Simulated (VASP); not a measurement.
Runs of VASP 6.6.1 on BN. The structure is that of space group F-43m (No. 216), or close to it. The cells are those of the table. 

```csv
task,level,cell,k mesh,grid for exact exchange (PRECFOCK),share of exact exchange,screening parameter,gap on the mesh (eV),pressure (GPa)
relaxation of the atoms,r2SCAN,"atoms relaxed from a = 2.569 Å, angles 60.0°, 2 atoms",14 × 14 × 14,-,-,-,4.96,-6.2
single point,HSE06,"a = 2.552 Å, angles 60.0°, 2 atoms",8 × 8 × 8,Normal,0.25,0.2079 1/Å,5.78,-3.7
relaxation of the atoms,r2SCAN,"atoms relaxed from a = 2.585 Å, angles 60.0°, 2 atoms",14 × 14 × 14,-,-,-,(a),-13.1
relaxation of the atoms,r2SCAN,"atoms relaxed from a = 2.602 Å, angles 60.0°, 2 atoms",14 × 14 × 14,-,-,-,(b),-19.4
```

Alike in all rows: potentials or basis VASP PAW PBE potentials, release 64 (B, N); no spin polarisation; cutoff (eV) 520; smearing fermi-dirac 0.02 eV.

**Question.** Fill in the values left out.

**Answer.** (a) 4.93; (b) 4.91.

Caveats: the PAW data sets were made with another functional, which shifts forces and pressure a little; the relaxation stopped at its first step, so nothing moved (at least some runs); the cell stands under tension (at least some runs).

A k mesh can miss the band edges.
